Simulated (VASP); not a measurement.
# Zr (P6_3/mmc) in VASP: a series of runs

Runs on Zr. Level: PBE. Tasks: single point, relaxation of cell and atoms.

Program: VASP 6.6.1. These are calculated values, not measurements. Logs are shortened: lines on timing, memory, paths and dates and some standing lists are left out, and cuts for length are marked.

## Step 1: The cell of the first run

Symmetry: P6_3/mmc, No. 194, hexagonal system. Conventional cell: a = 3.232 Å, b = 3.232 Å, c = 5.147 Å, α = 90.00°, β = 90.00°, γ = 120.00°. Within 4.2 Å of Zr (site symmetry -6m2) lie 12 Zr at 3.18 to 3.23 Å.

## Step 2: Single point, PBE

INCAR

```
SYSTEM = Zr
PREC     = Accurate       ! precision mode
ENCUT    = 520            ! plane-wave cutoff, eV
EDIFF    = 1E-7           ! SCF threshold, eV
ISMEAR   = 0              ! smearing method
SIGMA    = 0.1            ! smearing width, eV
LREAL    = .False.        ! projectors in reciprocal space
LASPH    = .True.         ! aspherical terms in the spheres
NELM     = 100            ! most SCF steps
ALGO     = Fast           ! electronic algorithm
ISIF     = 2              ! what is computed and relaxed
LWAVE    = .False.        ! write WAVECAR
LCHARG   = .False.        ! write CHGCAR
GGA      = PE             ! functional
NBANDS   = 19             ! bands
```

KPOINTS

```
regular mesh
0
Gamma
  6 6 4
  0 0 0
```

POSCAR

```
Zr
1.0
    3.2320000000      0.0000000000      0.0000000000
   -1.6160000000      2.7989941050      0.0000000000
    0.0000000000      0.0000000000      5.1470000000
Zr
2
Direct
    0.3333333333      0.6666666667      0.2500000000
    0.6666666667      0.3333333333      0.7500000000
```

Potentials or basis: VASP PAW PBE potentials, release 64 (Zr_sv).

Run with:

```
$ cat potpaw_PBE.64/Zr_sv/POTCAR > POTCAR
$ mpirun -np 1 vasp_std > vasp.out
```

OUTCAR:

```text
SYSTEM = Zr
   PREC = Accurate
   ENCUT = 520
   EDIFF = 1E-7
   ISMEAR = 0
   LREAL = .False.
   LASPH = .True.
   NELM = 100
   ISIF = 2
   GGA = PE

 ion  position               nearest neighbor table
   1  0.333  0.667  0.250-   2 3.18   2 3.18   2 3.18   2 3.18   2 3.18   2 3.18
   2  0.667  0.333  0.750-   1 3.18   1 3.18   1 3.18   1 3.18   1 3.18   1 3.18

  LATTYP: Found a hexagonal cell.
 ALAT       =     3.2320000000
 C/A-ratio  =     1.5925123762

  Lattice vectors:

 A1 = (   3.2320000000,   0.0000000000,   0.0000000000)
 A2 = (  -1.6160000000,   2.7989941050,   0.0000000000)
 A3 = (   0.0000000000,   0.0000000000,   5.1470000000)

Analysis of symmetry for initial positions (statically):
=====================================================================
 Subroutine PRICEL returns:
 Original cell was already a primitive cell.

 Routine SETGRP: Setting up the symmetry group for a
 hexagonal supercell.

 Subroutine GETGRP returns: Found 24 space group operations
 (whereof 12 operations were pure point group operations)
 out of a pool of 24 trial point group operations.

The static configuration has the point symmetry D_3d.
 The point group associated with its full space group is D_6h.

Analysis of symmetry for dynamics (positions and initial velocities):
=====================================================================
 Subroutine PRICEL returns:
 Original cell was already a primitive cell.

 Routine SETGRP: Setting up the symmetry group for a
 hexagonal supercell.

 Subroutine GETGRP returns: Found 24 space group operations
 (whereof 12 operations were pure point group operations)
 out of a pool of 24 trial point group operations.

The dynamic configuration has the point symmetry D_3d.
 The point group associated with its full space group is D_6h.

 Subroutine INISYM returns: Found 24 space group operations
 (whereof 12 operations are pure point group operations),
 and found     1 'primitive' translations

----------------------------------------------------------------------------------------

                                     Primitive cell

  volume of cell :      46.5616

  direct lattice vectors                    reciprocal lattice vectors
     3.232000000  0.000000000  0.000000000     0.309405941  0.178635603  0.000000000
[... 76 lines left out ...]
   ISPIN  =      1    spin polarized calculation?
   LNONCOLLINEAR =      F non collinear calculations
   LSORBIT =      F    spin-orbit coupling
   LASPH  =      T    aspherical Exc in radial PAW
   ENCUT  =  520.0 eV  38.22 Ry    6.18 a.u.   6.01  6.01  9.57*2*pi/ulx,y,z
   NELM   =    100;   NELMIN=  2; NELMDL= -5     # of ELM steps
   EDIFF  = 0.1E-06   stopping-criterion for ELM
   LREAL  =      F    real-space projection
   EDIFFG = 0.1E-05   stopping-criterion for IOM
   NSW    =      0    number of steps for IOM
   IBRION =     -1    ionic relax: 0-MD 1-quasi-New 2-CG
   NFREE  =      0    steps in history (QN), initial steepest desc. (CG)
   ISIF   =      2    stress and relaxation
   ISYM   =      2    0-nonsym 1-usesym 2-fastsym
   POTIM  = 0.5000    time-step for ionic-motion
   TEBEG  =    0.0;   TEEND  =   0.0 temperature during run
   PSTRESS=    0.0 pullay stress
   NELECT =      24.0000    total number of electrons
   NUPDOWN=      -1.0000    fix difference up-down
   EMIN   =  10.00;   EMAX   =-10.00  energy-range for DOS
   EFERMI =   0.00;   METHOD = LEGACY
   ISMEAR =     0;   SIGMA  =   0.10  broadening in eV -4-tet -1-fermi 0-gaus
   EFERMI_NEDOS =   21; number of points for ismear=-14 and -15
   IALGO  =     68    algorithm
   IMIX   =      4    mixing-type and parameters
     AMIX     =   0.40;   BMIX     =  1.00
     AMIX_MAG =   1.60;   BMIX_MAG =  1.00
  volume/ion in A,a.u.               =      23.28       157.11
  Fermi-wavevector in a.u.,A,eV,Ry     =   1.312611  2.480475 23.442130  1.722948
  Thomas-Fermi vector in A             =   2.442991
   LORBIT       =      0    0 simple, 1 ext, 2 COOP (PROOUT), +10 PAW based schemes
   GGA     = PE    functional components
   LHFCALC =     F    Hartree Fock is set to
   AEXX    =    0.0000 exact exchange contribution
   IVDW    =     0    specifies the selected vdW correction
   LEPSILON=     F    determine dielectric tensor
   LRPA    =     F    only Hartree local field effects (RPA)
 non-spin polarized calculation
 RMM-DIIS sequential band-by-band and
 Gauss-broadening in eV      SIGMA  =   0.10
  energy-cutoff  :      520.00
  volume of cell :       46.56
 maximum number of plane-waves:      1284
   NGX = 13   NGY = 13   NGZ = 19

 number of electron      24.0000000 magnetization

 Free energy of the ion-electron system (eV)
  ---------------------------------------------------
  ext. energy  EPLUGINS =         0.00000000
  ---------------------------------------------------
  free energy    TOTEN  =       -17.03728336 eV

  energy without entropy =      -17.02481719  energy(sigma->0) =      -17.03105028

 E-fermi :   9.0484     XC(G=0): -11.0813

 val. band max:        9.0363602055   @ k =   0.0000   0.0000   0.5000
 cond. band min:       9.0876608889   @ k =   0.3333   0.3333   0.2500
 fundamental gap:      0.0513006834
 Fermi energy:         9.0484208539

 k-point     1 :       0.0000    0.0000    0.0000
  band No.  band energies     occupation
      1     -39.8371      2.00000
      2     -39.6825      2.00000
      3     -18.3677      2.00000
      4     -17.4884      2.00000
      5     -17.4884      2.00000
      6     -17.3606      2.00000
[... 439 lines left out ...]
      6     -17.8915      2.00000
[... 11 lines left out ...]
     18      13.3832      0.00000
     19      17.0323      0.00000

------------------------ aborting loop because EDIFF is reached ----------------------------------------

  FORCE on cell =-STRESS in cart. coord.  units (eV):
  Direction    XX          YY          ZZ          XY          YZ          ZX
  --------------------------------------------------------------------------------------
  -------------------------------------------------------------------------------------
  Total       -0.0041426     -0.0041426      0.2319687      0.0000000      0.0000000      0.0000000
  in kB       -0.1425462     -0.1425462      7.9820132      0.0000000      0.0000000      0.0000000
  external PRESSURE =       2.5656403 kB  Pullay stress =       0.0000000 kB

 VOLUME and BASIS-vectors are now :
 -----------------------------------------------------------------------------
  energy-cutoff  :      520.00
  volume of cell :       46.56
      direct lattice vectors                 reciprocal lattice vectors
     3.232000000  0.000000000  0.000000000     0.309405941  0.178635603  0.000000000
    -1.616000000  2.798994105  0.000000000     0.000000000  0.357271206  0.000000000
     0.000000000  0.000000000  5.147000000     0.000000000  0.000000000  0.194287935

 POSITION                                       TOTAL-FORCE (eV/Angst)
 -----------------------------------------------------------------------------------
     -0.00000      1.86600      1.28675         0.000000     -0.000000      0.000000
      1.61600      0.93300      3.86025        -0.000000      0.000000      0.000000
 -----------------------------------------------------------------------------------
    total drift:                               -0.000000      0.000000     -0.000000

  FREE ENERGIE OF THE ION-ELECTRON SYSTEM (eV)
  ---------------------------------------------------
  free  energy   TOTEN  =       -17.0372833649 eV

  energy  without entropy=      -17.0248171886  energy(sigma->0) =      -17.03105028
```

OSZICAR:

```text
N       E                     dE             d eps       ncg     rms          rms(c)
DAV:   1     0.210964398466E+03    0.21096E+03   -0.13069E+04   798   0.125E+03
DAV:   2    -0.178640133783E+01   -0.21275E+03   -0.20889E+03   932   0.367E+02
DAV:   3    -0.174082860664E+02   -0.15622E+02   -0.15497E+02  1436   0.701E+01
DAV:   4    -0.177323121424E+02   -0.32403E+00   -0.32376E+00   919   0.109E+01
[... 15 lines left out ...]
RMM:  20    -0.170372826432E+02   -0.94478E-06   -0.45716E-06   962   0.101E-02    0.538E-04
RMM:  21    -0.170372830121E+02   -0.36884E-06   -0.28799E-06   797   0.697E-03    0.612E-04
RMM:  22    -0.170372831427E+02   -0.13061E-06   -0.17850E-06   681   0.543E-03    0.392E-05
RMM:  23    -0.170372832848E+02   -0.14210E-06   -0.12399E-06   687   0.448E-03    0.696E-05
RMM:  24    -0.170372833649E+02   -0.80161E-07   -0.73511E-07   623   0.358E-03
   1 F= -.17037283E+02 E0= -.17031050E+02  d E =-.124662E-01
```

Wall time 13 s (1 thread of Intel Xeon 6975P-C (Granite Rapids), shared host); peak memory 0.16 GiB.

Results:

```
Free energy            : -17.0373 eV
Pressure               : 0.3 GPa
Band gap on the k mesh : zero (bands 12 and 13 overlap by 0.90 eV)
```

Levels at points of the mesh, in eV from the Fermi level:
```csv
k point,band 8,band 9,band 10,band 11,band 12,band 13,band 14,band 15,band 16,band 17
"(0.00, 0.00, 0.00)",-26.40,-5.71,-3.09,0.81,0.81,0.96,1.12,1.51,1.51,2.08
"(0.50, 0.00, 0.00)",-26.50,-2.62,-2.56,-2.19,-0.27,0.48,0.73,1.41,4.84,5.25
"(0.00, 0.00, 0.50)",-26.47,-4.00,-4.00,-0.01,-0.01,0.72,0.72,0.72,0.72,3.90
"(0.50, 0.00, 0.50)",-26.63,-2.92,-2.92,-1.11,-1.11,1.57,1.57,2.15,2.15,5.08
```

Caveat: the k points lie up to 0.37 Å⁻¹ apart, too coarse for converged energies and pressures of a metal.

## Step 3: Single point, PBE

This run uses another cell than the first one, of 23.39 Å³/atom.

INCAR

```
SYSTEM = Zr
PREC = Accurate
ENCUT = 520
EDIFF = 1E-6
ISMEAR = 0
SIGMA = 0.1
LREAL = .FALSE.
LASPH = .TRUE.
NELM = 80
ALGO = Fast
ISIF = 2
LWAVE = .FALSE.
LCHARG = .FALSE.
GGA = PE
NBANDS = 19
```

KPOINTS

```
regular mesh
0
G
  21 21 12
  0 0 0
```

POSCAR

```
Zr
1.0
    3.2318309042      0.0000000000      0.0000000000
   -1.6159154521      2.7988476637      0.0000000000
    0.0000000000      0.0000000000      5.1715407428
Zr
2
Direct
    0.3333333333      0.6666666667      0.2500000000
    0.6666666667      0.3333333333      0.7500000000
```

Potentials or basis: VASP PAW PBE potentials, release 64 (Zr_sv).

Run with:

```
$ cat potpaw_PBE.64/Zr_sv/POTCAR > POTCAR
$ mpirun -np 1 vasp_std > vasp.out
```

Wall time 2.1 min (1 thread of Intel Xeon 6975P-C (Granite Rapids), shared host); peak memory 0.34 GiB.

Results (log left out):

```yaml
Free_energy: -17.0464 eV
Pressure: 0.0 GPa
Band_gap_on_the_k_mesh: zero (bands 12 and 13 overlap by 1.22 eV)
```

Levels at points of the mesh, in eV from the Fermi level:
```tsv
k point	band 9	band 10	band 11	band 12	band 13	band 14	band 15	band 16
(0.00, 0.00, 0.00)	-5.66	-3.03	0.86	0.86	0.96	1.11	1.54	1.54
(0.00, 0.00, 0.50)	-3.97	-3.97	0.01	0.01	0.77	0.77	0.77	0.77
```

## Step 4: Relaxation of cell and atoms, PBE

INCAR

```
PREC = Accurate ; ENCUT = 600
EDIFF = 1E-7 ; ISMEAR = 0
SIGMA = 0.1 ; LREAL = False
LASPH = True ; NELM = 60
ALGO = Fast ; ISIF = 3
LWAVE = False ; LCHARG = False
GGA = PE ; IBRION = 2
NSW = 100 ; EDIFFG = -0.002
```

KPOINTS

```
regular mesh
0
Gamma
  21 21 12
```

POSCAR

```
Zr
1.0
    3.2320000000      0.0000000000      0.0000000000
   -1.6160000000      2.7989941050      0.0000000000
    0.0000000000      0.0000000000      5.1470000000
Zr
2
Direct
    0.3333333333      0.6666666667      0.2500000000
    0.6666666667      0.3333333333      0.7500000000
```

Potentials or basis: VASP PAW PBE potentials, release 64 (Zr_sv).

Run with:

```
$ cat potpaw_PBE.64/Zr_sv/POTCAR > POTCAR
$ mpirun -np 1 vasp_std > vasp.out
```

OUTCAR:

```text
PREC = Accurate
   ENCUT = 600
   EDIFF = 1E-7
   ISMEAR = 0
   LREAL = False
   LASPH = True
   NELM = 60
   ISIF = 3
   GGA = PE
   IBRION = 2
   NSW = 100
   EDIFFG = -0.002

 ion  position               nearest neighbor table
   1  0.333  0.667  0.250-   2 3.18   2 3.18   2 3.18   2 3.18   2 3.18   2 3.18
   2  0.667  0.333  0.750-   1 3.18   1 3.18   1 3.18   1 3.18   1 3.18   1 3.18

  LATTYP: Found a hexagonal cell.
 ALAT       =     3.2320000000
 C/A-ratio  =     1.5925123762

  Lattice vectors:

 A1 = (   3.2320000000,   0.0000000000,   0.0000000000)
 A2 = (  -1.6160000000,   2.7989941050,   0.0000000000)
 A3 = (   0.0000000000,   0.0000000000,   5.1470000000)

Analysis of symmetry for initial positions (statically):
=====================================================================
 Subroutine PRICEL returns:
 Original cell was already a primitive cell.

 Routine SETGRP: Setting up the symmetry group for a
 hexagonal supercell.

 Subroutine GETGRP returns: Found 24 space group operations
 (whereof 12 operations were pure point group operations)
 out of a pool of 24 trial point group operations.

The static configuration has the point symmetry D_3d.
 The point group associated with its full space group is D_6h.

Analysis of symmetry for dynamics (positions and initial velocities):
=====================================================================
 Subroutine PRICEL returns:
 Original cell was already a primitive cell.

 Routine SETGRP: Setting up the symmetry group for a
 hexagonal supercell.

 Subroutine GETGRP returns: Found 24 space group operations
 (whereof 12 operations were pure point group operations)
 out of a pool of 24 trial point group operations.

The dynamic configuration has the point symmetry D_3d.
 The point group associated with its full space group is D_6h.

[... 121 lines left out ...]
  Thomas-Fermi vector in A             =   2.442991
   LORBIT       =      0    0 simple, 1 ext, 2 COOP (PROOUT), +10 PAW based schemes
   GGA     = PE    functional components
   LHFCALC =     F    Hartree Fock is set to
   AEXX    =    0.0000 exact exchange contribution
   IVDW    =     0    specifies the selected vdW correction
   LEPSILON=     F    determine dielectric tensor
   LRPA    =     F    only Hartree local field effects (RPA)
 conjugate gradient relaxation of ions
 non-spin polarized calculation
 RMM-DIIS sequential band-by-band and
 Gauss-broadening in eV      SIGMA  =   0.10
  energy-cutoff  :      600.00
  volume of cell :       46.56
 maximum number of plane-waves:      1582
 NGX is ok and might be reduce to    28
   NGX = 13   NGY = 13   NGZ = 21

--------------------------------------- Ionic step        1  -------------------------------------------

 number of electron      24.0000000 magnetization

 Free energy of the ion-electron system (eV)
  ---------------------------------------------------
  ext. energy  EPLUGINS =         0.00000000
  ---------------------------------------------------
  free energy    TOTEN  =       -17.04583438 eV

  energy without entropy =      -17.03659714  energy(sigma->0) =      -17.04121576

------------------------ aborting loop because EDIFF is reached ----------------------------------------

  FORCE on cell =-STRESS in cart. coord.  units (eV):
  Direction    XX          YY          ZZ          XY          YZ          ZX
  --------------------------------------------------------------------------------------
  -------------------------------------------------------------------------------------
  Total        0.0908851      0.0908851      0.2382356      0.0000000     -0.0000000      0.0000000
  in kB        3.1273434      3.1273434      8.1976583      0.0000000     -0.0000000      0.0000000
  external PRESSURE =       4.8174483 kB  Pullay stress =       0.0000000 kB
[... 167 lines left out ...]
--------------------------------------- Ionic step        6  -------------------------------------------

 number of electron      24.0000000 magnetization

 Free energy of the ion-electron system (eV)
  ---------------------------------------------------
  ext. energy  EPLUGINS =         0.00000000
  ---------------------------------------------------
  free energy    TOTEN  =       -17.04641404 eV

  energy without entropy =      -17.03714239  energy(sigma->0) =      -17.04177821

 E-fermi :   8.9510     XC(G=0): -11.0605

 val. band max:        8.9481920690   @ k =   0.1429   0.0000   0.0000
 cond. band min:       8.9515112918   @ k =   0.4286   0.1429   0.3333
 fundamental gap:      0.0033192228
 Fermi energy:         8.9509707011

 k-point     1 :       0.0000    0.0000    0.0000
  band No.  band energies     occupation
      1     -39.9066      2.00000
      2     -39.7580      2.00000
      3     -18.4172      2.00000
      4     -17.5592      2.00000
      5     -17.5592      2.00000
      6     -17.4359      2.00000
[... 433 lines left out ...]
      3     -18.2436      2.00000
      4     -17.8831      2.00000
      5     -17.8030      2.00000
      6     -17.6469      2.00000
[... 8 lines left out ...]
     15      10.5165      0.00000
     16      11.1602      0.00000

 [... further k-points ...]
[... 5 lines left out ...]
  --------------------------------------------------------------------------------------
  -------------------------------------------------------------------------------------
  Total       -0.0010510     -0.0010510      0.0022630      0.0000000     -0.0000000      0.0000000
  in kB       -0.0359929     -0.0359929      0.0774978      0.0000000     -0.0000000      0.0000000
  external PRESSURE =       0.0018374 kB  Pullay stress =       0.0000000 kB
[... 17 lines left out ...]
  FREE ENERGIE OF THE ION-ELECTRON SYSTEM (eV)
  ---------------------------------------------------
  free  energy   TOTEN  =       -17.0464140369 eV

  energy  without entropy=      -17.0371423859  energy(sigma->0) =      -17.04177821

 reached required accuracy - stopping structural energy minimisation
```

Run time: 14 min. Hardware: 1 thread of Intel Xeon 6975P-C (Granite Rapids), shared host; peak memory 0.39 GiB.

Results:

| Item | Value |
| --- | --- |
| Free energy | -17.0464 eV |
| Relaxed volume | 23.39 Å³/atom |
| Relaxed cell | a = 3.232 Å, b = 3.232 Å, c = 5.172 Å, α = 90.00°, β = 90.00°, γ = 120.00° |
| Space group after relaxing (to 0.1 Å) | P6_3/mmc (No. 194) |
| Energy gained by relaxing | 0.3 meV/atom |
| Ionic steps | 6 |
| Pressure after relaxing | 0.0 GPa |
| Band gap on the k mesh | zero (bands 12 and 13 overlap by 1.22 eV) |

The path:
| step | energy change (eV) | largest force (eV/Å) | pressure (GPa) | volume (Å³) |
| --- | --- | --- | --- | --- |
| 1 | 0.0000 | 0.0000 | 0.48 | 46.56 |
| 2 | -0.0002 | 0.0000 | -0.49 | 47.03 |
| 3 | -0.0005 | 0.0000 | -0.06 | 46.83 |
| 4 | -0.0006 | 0.0000 | -0.01 | 46.80 |
| 5 | -0.0006 | 0.0000 | -0.01 | 46.78 |
| 6 | -0.0006 | 0.0000 | 0.00 | 46.79 |

Final structure:
```yaml
crystal:
  lattice:
    - [3.23190, 0.00000, 0.00000]
    - [-1.61595, 2.79890, 0.00000]
    - [0.00000, 0.00000, 5.17213]
  atoms:
    - { symbol: Zr, position: [0.33333, 0.66667, 0.25000] }
    - { symbol: Zr, position: [0.66667, 0.33333, 0.75000] }
```

## Step 5: Summary

```tsv
task	cell	k mesh	cutoff (eV)	gap on the mesh (eV)	pressure (GPa)
single point	a = 3.232, b = 3.232, c = 5.147 Å, angles 90.0, 90.0, 120.0°, 2 atoms	6 × 6 × 4	520	none	0.3
single point	a = 3.232, b = 3.232, c = 5.172 Å, angles 90.0, 90.0, 120.0°, 2 atoms	21 × 21 × 12	520	none	0.0
relaxation of cell and atoms	relaxed from a = 3.232, b = 3.232, c = 5.147 Å, angles 90.0, 90.0, 120.0°, 2 atoms	21 × 21 × 12	600	none	0.0
```

Alike in all rows: level PBE; potentials or basis VASP PAW PBE potentials, release 64 (Zr_sv); no spin polarisation; smearing gaussian 0.1 eV.

Caveats: some runs use coarse meshes.

Absolute energies hang on the potentials; compare differences alone.
